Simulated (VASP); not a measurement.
# SiC (P6_3mc) in VASP: further runs

Runs on SiC. Level: LDA. Tasks: single point.

Everything below comes from runs of VASP 6.6.1. Logs are shortened: lines on timing, memory, paths and dates and some standing lists are left out, and cuts for length are marked.

## Step 1: The cell of the first run

Symmetry: P6_3mc, No. 186, hexagonal system. The conventional cell has a = 3.041 Å, b = 3.041 Å, c = 5.021 Å, α = 90.00°, β = 90.00°, γ = 120.00°. Si (site symmetry 3m) has 4 C at 1.86 to 1.88 Å within 2.5 Å. Within 2.5 Å of C (site symmetry 3m) lie 4 Si at 1.86 to 1.88 Å.

## Step 2: Single point, LDA (film at in-plane strain -0.005)

Input file INCAR:

```
SYSTEM = SiC
PREC     = Accurate       ! precision mode
ENCUT    = 520            ! plane-wave cutoff, eV
EDIFF    = 1E-6           ! SCF threshold, eV
ISMEAR   = 0              ! smearing method
SIGMA    = 0.01           ! smearing width, eV
LREAL    = .FALSE.        ! projectors in reciprocal space
LASPH    = .TRUE.         ! aspherical terms in the spheres
NELM     = 60             ! most SCF steps
ALGO     = Normal         ! electronic algorithm
ISIF     = 2              ! what is computed and relaxed
LWAVE    = .FALSE.        ! write WAVECAR
LCHARG   = .FALSE.        ! write CHGCAR
NBANDS   = 16             ! bands
```

Input file KPOINTS:

```
Automatic mesh
0
G
  8 8 4
  0 0 0
```

Input file POSCAR:

```
SiC
1.0
    3.0410800508      0.0000000000      0.0000000000
   -1.5205400254      2.6336525790      0.0000000000
    0.0000000000      0.0000000000      5.0211674967
Si C
2 2
Direct
    0.3333333333      0.6666666667      0.0049350297
    0.6666666667      0.3333333333      0.5049350297
    0.3333333333      0.6666666667      0.3800649703
    0.6666666667      0.3333333333      0.8800649703
```

Potentials or basis: VASP PAW LDA potentials, release 64 (Si, C).

Started as:

```sh
cat potpaw_LDA.64/Si/POTCAR potpaw_LDA.64/C/POTCAR > POTCAR
mpirun -np 1 vasp_std > vasp.out
```

OUTCAR:

```text
SYSTEM = SiC
   PREC = Accurate
   ENCUT = 520
   EDIFF = 1E-6
   ISMEAR = 0
   LREAL = .FALSE.
   LASPH = .TRUE.
   NELM = 60
   ISIF = 2

 ion  position               nearest neighbor table
   1  0.333  0.667  0.005-   4 1.86   4 1.86   4 1.86   3 1.88   2 3.06   2 3.06   2 3.06   2 3.06
                             2 3.06   2 3.06
   2  0.667  0.333  0.505-   3 1.86   3 1.86   3 1.86   4 1.88   1 3.06   1 3.06   1 3.06   1 3.06
                             1 3.06   1 3.06
   3  0.333  0.667  0.380-   2 1.86   2 1.86   2 1.86   1 1.88
   4  0.667  0.333  0.880-   1 1.86   1 1.86   1 1.86   2 1.88

  LATTYP: Found a hexagonal cell.
 ALAT       =     3.0410800508
 C/A-ratio  =     1.6511132272

  Lattice vectors:

 A1 = (   3.0410800508,   0.0000000000,   0.0000000000)
 A2 = (  -1.5205400254,   2.6336525790,   0.0000000000)
 A3 = (   0.0000000000,   0.0000000000,   5.0211674967)

Analysis of symmetry for initial positions (statically):
=====================================================================
 Subroutine PRICEL returns:
 Original cell was already a primitive cell.

 Routine SETGRP: Setting up the symmetry group for a
 hexagonal supercell.

 Subroutine GETGRP returns: Found 12 space group operations
 (whereof  6 operations were pure point group operations)
 out of a pool of 24 trial point group operations.

The static configuration has the point symmetry C_3v.
 The point group associated with its full space group is C_6v.

Analysis of symmetry for dynamics (positions and initial velocities):
=====================================================================
 Subroutine PRICEL returns:
 Original cell was already a primitive cell.

 Routine SETGRP: Setting up the symmetry group for a
 hexagonal supercell.

 Subroutine GETGRP returns: Found 12 space group operations
 (whereof  6 operations were pure point group operations)
 out of a pool of 24 trial point group operations.

The dynamic configuration has the point symmetry C_3v.
 The point group associated with its full space group is C_6v.

 Subroutine INISYM returns: Found 12 space group operations
 (whereof  6 operations are pure point group operations),
 and found     1 'primitive' translations

----------------------------------------------------------------------------------------

                                     Primitive cell

  volume of cell :      40.2153

  direct lattice vectors                    reciprocal lattice vectors
     3.041080051  0.000000000  0.000000000     0.328830542  0.189850402  0.000000000
    -1.520540025  2.633652579  0.000000000     0.000000000  0.379700803  0.000000000
     0.000000000  0.000000000  5.021167497     0.000000000  0.000000000  0.199156870

  length of vectors
     3.041080051  3.041080051  5.021167497     0.379700803  0.379700803  0.199156870

  position of ions in fractional coordinates (direct lattice)
     0.333333333  0.666666667  0.004935030
     0.666666667  0.333333333  0.504935030
     0.333333333  0.666666667  0.380064970
     0.666666667  0.333333333  0.880064970

  ion indices of the primitive-cell ions
   primitive index   ion index
                 1           1
                 2           2
                 3           3
                 4           4

----------------------------------------------------------------------------------------

 KPOINTS: Automatic mesh

Automatic generation of k-mesh.
 Grid dimensions read from file:
 generate k-points for:    8    8    4

 Generating k-lattice:

  Cartesian coordinates                     Fractional coordinates (reciprocal lattice)
     0.041103818  0.023731300  0.000000000     0.125000000  0.000000000  0.000000000
     0.000000000  0.047462600  0.000000000     0.000000000  0.125000000  0.000000000
     0.000000000  0.000000000  0.049789217     0.000000000  0.000000000  0.250000000

  Length of vectors
     0.047462600  0.047462600  0.049789217

  Shift w.r.t. Gamma in fractional coordinates (k-lattice)
     0.000000000  0.000000000  0.000000000

 Subroutine IBZKPT returns following result:
 ===========================================

 Found     30 irreducible k-points:

 Following reciprocal coordinates:
            Coordinates               Weight
  0.000000  0.000000  0.000000      1.000000
  0.125000  0.000000  0.000000      6.000000
  0.250000  0.000000  0.000000      6.000000
  0.375000  0.000000  0.000000      6.000000
  0.500000  0.000000  0.000000      3.000000
  0.125000  0.125000  0.000000      6.000000
[... 16 lines left out ...]
  0.250000  0.000000  0.500000      6.000000
  0.375000  0.000000  0.500000      6.000000
 [... further k-points ...]
   k-points           NKPTS =     30   k-points in BZ     NKDIM =     30   number of bands    NBANDS=     16
   number of dos      NEDOS =    301   number of ions     NIONS =      4
   total plane-waves  NPLWV =  23040
   dimension x,y,z NGX =    24 NGY =   24 NGZ =   40
   dimension x,y,z NGXF=    48 NGYF=   48 NGZF=   80
   ions per type =               2   2
   NGX,Y,Z   is equivalent  to a cutoff of  13.12, 13.12, 13.24 a.u.
   NGXF,Y,Z  is equivalent  to a cutoff of  26.24, 26.24, 26.49 a.u.
 SYSTEM =  SiC
   PREC   = accura    normal or accurate (medium, high low for compatibility)
   ISTART =      0    job   : 0-new  1-cont  2-samecut
   ICHARG =      2    charge: 1-file 2-atom 10-const
   ISPIN  =      1    spin polarized calculation?
   LNONCOLLINEAR =      F non collinear calculations
   LSORBIT =      F    spin-orbit coupling
   LASPH  =      T    aspherical Exc in radial PAW
   ENCUT  =  520.0 eV  38.22 Ry    6.18 a.u.   5.65  5.65  9.34*2*pi/ulx,y,z
   NELM   =     60;   NELMIN=  2; NELMDL= -5     # of ELM steps
   EDIFF  = 0.1E-05   stopping-criterion for ELM
   LREAL  =      F    real-space projection
   EDIFFG = 0.1E-04   stopping-criterion for IOM
   NSW    =      0    number of steps for IOM
   IBRION =     -1    ionic relax: 0-MD 1-quasi-New 2-CG
   NFREE  =      0    steps in history (QN), initial steepest desc. (CG)
   ISIF   =      2    stress and relaxation
   ISYM   =      2    0-nonsym 1-usesym 2-fastsym
   POTIM  = 0.5000    time-step for ionic-motion
   TEBEG  =    0.0;   TEEND  =   0.0 temperature during run
   PSTRESS=    0.0 pullay stress
   NELECT =      16.0000    total number of electrons
   NUPDOWN=      -1.0000    fix difference up-down
   EMIN   =  10.00;   EMAX   =-10.00  energy-range for DOS
   EFERMI =   0.00;   METHOD = LEGACY
   ISMEAR =     0;   SIGMA  =   0.01  broadening in eV -4-tet -1-fermi 0-gaus
   EFERMI_NEDOS =   21; number of points for ismear=-14 and -15
   IALGO  =     38    algorithm
   IMIX   =      4    mixing-type and parameters
     AMIX     =   0.40;   BMIX     =  1.00
     AMIX_MAG =   1.60;   BMIX_MAG =  1.00
  volume/ion in A,a.u.               =      10.05        67.85
  Fermi-wavevector in a.u.,A,eV,Ry     =   1.204068  2.275359 19.725463  1.449781
  Thomas-Fermi vector in A             =   2.339804
   LORBIT       =      0    0 simple, 1 ext, 2 COOP (PROOUT), +10 PAW based schemes
   GGA     = CA    functional components
   LHFCALC =     F    Hartree Fock is set to
   AEXX    =    0.0000 exact exchange contribution
   IVDW    =     0    specifies the selected vdW correction
   LEPSILON=     F    determine dielectric tensor
   LRPA    =     F    only Hartree local field effects (RPA)
 non-spin polarized calculation
 Gauss-broadening in eV      SIGMA  =   0.01
  energy-cutoff  :      520.00
  volume of cell :       40.22
 maximum number of plane-waves:      1105
 NGX is ok and might be reduce to    24
   NGX = 11   NGY = 11   NGZ = 19

 number of electron      15.9999998 magnetization

 Free energy of the ion-electron system (eV)
  ---------------------------------------------------
  ext. energy  EPLUGINS =         0.00000000
  ---------------------------------------------------
  free energy    TOTEN  =       -33.27010932 eV

  energy without entropy =      -33.27010932  energy(sigma->0) =      -33.27010932

 E-fermi :   8.6374     XC(G=0): -11.6717

 val. band max:        8.5578905375   @ k =   0.0000   0.0000   0.0000
 cond. band min:      10.8747617323   @ k =   0.3750   0.2500   0.0000
 fundamental gap:      2.3168711948
 Fermi energy:         8.6373523604

 k-point     1 :       0.0000    0.0000    0.0000
  band No.  band energies     occupation
      1      -7.1652      2.00000
      2      -3.4873      2.00000
      3      -0.3613      2.00000
      4       7.2561      2.00000
      5       7.2561      2.00000
      6       8.3801      2.00000
[... 8 lines left out ...]
     15      17.6045      0.00000
     16      19.8998      0.00000

 k-point     2 :       0.1250    0.0000    0.0000
  band No.  band energies     occupation
      1      -6.8863      2.00000
      2      -3.2481      2.00000
      3      -0.1025      2.00000
      4       5.8592      2.00000
      5       6.8081      2.00000
      6       7.6086      2.00000
[... 8 lines left out ...]
     15      18.2143      0.00000
     16      18.4389      0.00000

 k-point     3 :       0.2500    0.0000    0.0000
  band No.  band energies     occupation
      1      -6.0665      2.00000
      2      -2.5831      2.00000
      3       0.6160      2.00000
      4       3.3664      2.00000
      5       5.6009      2.00000
      6       6.0126      2.00000
[... 8 lines left out ...]
     15      18.7056      0.00000
     16      19.4483      0.00000

 k-point     4 :       0.3750    0.0000    0.0000
  band No.  band energies     occupation
      1      -4.7877      2.00000
      2      -1.8734      2.00000
      3       0.8253      2.00000
      4       2.1991      2.00000
      5       3.4932      2.00000
      6       5.4107      2.00000
[... 8 lines left out ...]
     15      19.8499      0.00000
     16      20.7562      0.00000

 k-point     5 :       0.5000    0.0000    0.0000
  band No.  band energies     occupation
      1      -3.6889      2.00000
      2      -2.2192      2.00000
      3       0.7083      2.00000
      4       2.1689      2.00000
      5       2.9944      2.00000
      6       5.1367      2.00000
[... 8 lines left out ...]
     15      18.9030      0.00000
     16      21.1123      0.00000

 k-point     6 :       0.1250    0.1250    0.0000
  band No.  band energies     occupation
      1      -6.3364      2.00000
      2      -2.7932      2.00000
      3       0.3920      2.00000
      4       4.3236      2.00000
      5       5.4602      2.00000
      6       6.6859      2.00000
[... 8 lines left out ...]
     15      18.4707      0.00000
     16      18.9198      0.00000
[... 267 lines left out ...]
 k-point    21 :       0.0000    0.0000    0.5000
  band No.  band energies     occupation
      1      -5.9493      2.00000
      2      -5.9493      2.00000
      3       4.0094      2.00000
      4       4.0094      2.00000
      5       7.8556      2.00000
      6       7.8556      2.00000
[... 8 lines left out ...]
     15      17.7646      0.00000
     16      17.7646      0.00000

 k-point    22 :       0.1250    0.0000    0.5000
  band No.  band energies     occupation
      1      -5.6781      2.00000
      2      -5.6781      2.00000
      3       4.0995      2.00000
      4       4.0995      2.00000
      5       6.7463      2.00000
      6       6.7463      2.00000
[... 8 lines left out ...]
     15      18.2407      0.00000
     16      18.2407      0.00000

 k-point    23 :       0.2500    0.0000    0.5000
  band No.  band energies     occupation
      1      -4.8857      2.00000
      2      -4.8857      2.00000
      3       3.4955      2.00000
      4       3.4955      2.00000
      5       5.4851      2.00000
      6       5.4851      2.00000
[... 8 lines left out ...]
     15      19.0880      0.00000
     16      19.0880      0.00000

 k-point    24 :       0.3750    0.0000    0.5000
  band No.  band energies     occupation
      1      -3.6854      2.00000
      2      -3.6854      2.00000
      3       1.4159      2.00000
      4       1.4159      2.00000
      5       5.8454      2.00000
      6       5.8454      2.00000
[... 8 lines left out ...]
     15      20.2441      0.00000
     16      20.2441      0.00000

 [... further k-points ...]
[... 5 lines left out ...]
  --------------------------------------------------------------------------------------
  -------------------------------------------------------------------------------------
  Total        0.9038534      0.9038534      0.0966848      0.0000000      0.0000000      0.0000000
  in kB       36.0095362     36.0095362      3.8519223      0.0000000      0.0000000      0.0000000
  external PRESSURE =      25.2903316 kB  Pullay stress =       0.0000000 kB

 VOLUME and BASIS-vectors are now :
 -----------------------------------------------------------------------------
  energy-cutoff  :      520.00
  volume of cell :       40.22
      direct lattice vectors                 reciprocal lattice vectors
     3.041080051  0.000000000  0.000000000     0.328830542  0.189850402  0.000000000
    -1.520540025  2.633652579  0.000000000     0.000000000  0.379700803  0.000000000
     0.000000000  0.000000000  5.021167497     0.000000000  0.000000000  0.199156870

 POSITION                                       TOTAL-FORCE (eV/Angst)
 -----------------------------------------------------------------------------------
     -0.00000      1.75577      0.02478         0.000000     -0.000000      0.001000
      1.52054      0.87788      2.53536        -0.000000     -0.000000      0.001000
     -0.00000      1.75577      1.90837        -0.000000      0.000000     -0.001000
      1.52054      0.87788      4.41895         0.000000     -0.000000     -0.001000
 -----------------------------------------------------------------------------------
    total drift:                               -0.000000      0.000000     -0.000062

  FREE ENERGIE OF THE ION-ELECTRON SYSTEM (eV)
  ---------------------------------------------------
  free  energy   TOTEN  =       -33.2701093218 eV

  energy  without entropy=      -33.2701093218  energy(sigma->0) =      -33.27010932
```

It took 25 s on 1 thread of AMD EPYC 7R43 (Zen 3), shared host; peak memory 0.11 GiB.

What came out:

```
Free energy            : -33.2701 eV
Pressure               : 2.5 GPa
Band gap on the k mesh : 2.32 eV, indirect (least direct gap 3.98 eV)
```

Stress tensor (GPa, compression positive):
```
3.60 0.00 0.00
0.00 3.60 0.00
0.00 0.00 0.39
```

Levels at points of the mesh, in eV from the valence-band top:
```
           k point  band 4  band 5  band 6  band 7  band 8  band 9  band 10  band 11  band 12  band 13
(0.00, 0.00, 0.00)   -1.30   -1.30   -0.18    0.00    0.00    5.08     6.38     6.75     6.75     7.89
(0.50, 0.00, 0.00)   -6.39   -5.56   -3.42   -3.36   -1.22    2.75     4.10     7.02     7.14    10.07
(0.00, 0.00, 0.50)   -4.55   -0.70   -0.70   -0.70   -0.70    6.13     6.13     7.43     7.43     7.43
(0.50, 0.00, 0.50)   -8.42   -2.48   -2.48   -2.41   -2.41    3.24     3.24     5.24     5.24    10.41
```

Caveat: the cell differs from its parent crystal (film at in-plane strain -0.005).

## Step 3: Single point, LDA (in-plane strain +0.005, then relaxed in part)

Input file INCAR:

```
SYSTEM = SiC
ALGO = Normal
EDIFF = 1E-6
ENCUT = 520
GGA = CA
ISIF = 2
ISMEAR = 0
LASPH = .True.
LCHARG = .False.
LREAL = .False.
LWAVE = .False.
NBANDS = 16
NELM = 60
PREC = Accurate
SIGMA = 0.01
```

Input file KPOINTS:

```
k-points
0
Gamma
  8 8 4
  0 0 0
```

Input file POSCAR:

```
SiC
1.0
    3.0716436694      0.0000000000      0.0000000000
   -1.5358218347      2.6601214491      0.0000000000
    0.0000000000      0.0000000000      5.0104931319
Si C
2 2
Direct
    0.3333333333      0.6666666667      0.0042496488
    0.6666666667      0.3333333333      0.5042496488
    0.3333333333      0.6666666667      0.3807503512
    0.6666666667      0.3333333333      0.8807503512
```

Potentials or basis: VASP PAW LDA potentials, release 64 (Si, C).

Started as:

```sh
cat potpaw_LDA.64/Si/POTCAR potpaw_LDA.64/C/POTCAR > POTCAR
mpirun -np 1 vasp_std > vasp.out
```

OUTCAR:

```text
SYSTEM = SiC
   EDIFF = 1E-6
   ENCUT = 520
   GGA = CA
   ISIF = 2
   ISMEAR = 0
   LASPH = .True.
   LREAL = .False.
   NELM = 60
   PREC = Accurate

 ion  position               nearest neighbor table
   1  0.333  0.667  0.004-   4 1.88   4 1.88   4 1.88   3 1.89   2 3.07   2 3.07   2 3.07   2 3.07
                             2 3.07   2 3.07
   2  0.667  0.333  0.504-   3 1.88   3 1.88   3 1.88   4 1.89   1 3.07   1 3.07   1 3.07   1 3.07
                             1 3.07   1 3.07
   3  0.333  0.667  0.381-   2 1.88   2 1.88   2 1.88   1 1.89
[... 655 lines left out ...]

 [... further k-points ...]
[... 5 lines left out ...]
  --------------------------------------------------------------------------------------
  -------------------------------------------------------------------------------------
  Total       -0.6801746     -0.6801746      0.1057757      0.0000000     -0.0000000      0.0000000
  in kB      -26.6181730    -26.6181730      4.1394607      0.0000000     -0.0000000      0.0000000
  external PRESSURE =     -16.3656285 kB  Pullay stress =       0.0000000 kB

 VOLUME and BASIS-vectors are now :
 -----------------------------------------------------------------------------
  energy-cutoff  :      520.00
  volume of cell :       40.94
      direct lattice vectors                 reciprocal lattice vectors
     3.071643669  0.000000000  0.000000000     0.325558596  0.187961343  0.000000000
    -1.535821835  2.660121449  0.000000000     0.000000000  0.375922686  0.000000000
     0.000000000  0.000000000  5.010493132     0.000000000  0.000000000  0.199581154

 POSITION                                       TOTAL-FORCE (eV/Angst)
 -----------------------------------------------------------------------------------
     -0.00000      1.77341      0.02129        -0.000000      0.000000     -0.000812
      1.53582      0.88671      2.52654         0.000000      0.000000     -0.000812
     -0.00000      1.77341      1.90775        -0.000000      0.000000      0.000812
      1.53582      0.88671      4.41299         0.000000     -0.000000      0.000812
 -----------------------------------------------------------------------------------
    total drift:                               -0.000000     -0.000000     -0.000101

  FREE ENERGIE OF THE ION-ELECTRON SYSTEM (eV)
  ---------------------------------------------------
  free  energy   TOTEN  =       -33.2724307225 eV

  energy  without entropy=      -33.2724307225  energy(sigma->0) =      -33.27243072
```

stdout:

```text
POSCAR found type information on POSCAR SiC
 POSCAR found :  2 types and       4 ions
 scaLAPACK will be used
 LDA part: xc-table for (Slater(with rela. corr.)+CA(PZ))
 , standard interpolation
 POSCAR, INCAR and KPOINTS ok, starting setup
 FFT: planning ... GRIDC
 FFT: planning ... GRID_SOFT
 FFT: planning ... GRID
 WAVECAR not read
 entering main loop
```

Wall time 20 s (1 thread of AMD EPYC 7R43 (Zen 3), shared host); peak memory 0.1 GiB.

Results:

- Free energy: -33.2724 eV
- Pressure: -1.6 GPa
- Band gap on the k mesh: 2.44 eV, indirect (least direct gap 3.84 eV)

Stress tensor (GPa, compression positive):
```
-2.66  0.00  0.00
 0.00 -2.66  0.00
 0.00  0.00  0.41
```

Levels at points of the mesh, in eV from the valence-band top:
| k point | band 6 | band 7 | band 8 | band 9 | band 10 | band 11 |
| --- | --- | --- | --- | --- | --- | --- |
| (0.00, 0.00, 0.00) | -0.05 | 0.00 | 0.00 | 4.77 | 6.44 | 6.58 |
| (0.50, 0.00, 0.00) | -3.37 | -3.32 | -1.18 | 2.66 | 4.21 | 6.89 |
| (0.00, 0.00, 0.50) | -0.73 | -0.73 | -0.73 | 5.86 | 5.86 | 7.27 |
| (0.50, 0.00, 0.50) | -2.47 | -2.29 | -2.29 | 3.27 | 3.27 | 5.23 |

Caveat: the cell differs from its parent crystal (in-plane strain +0.005, then relaxed in part).
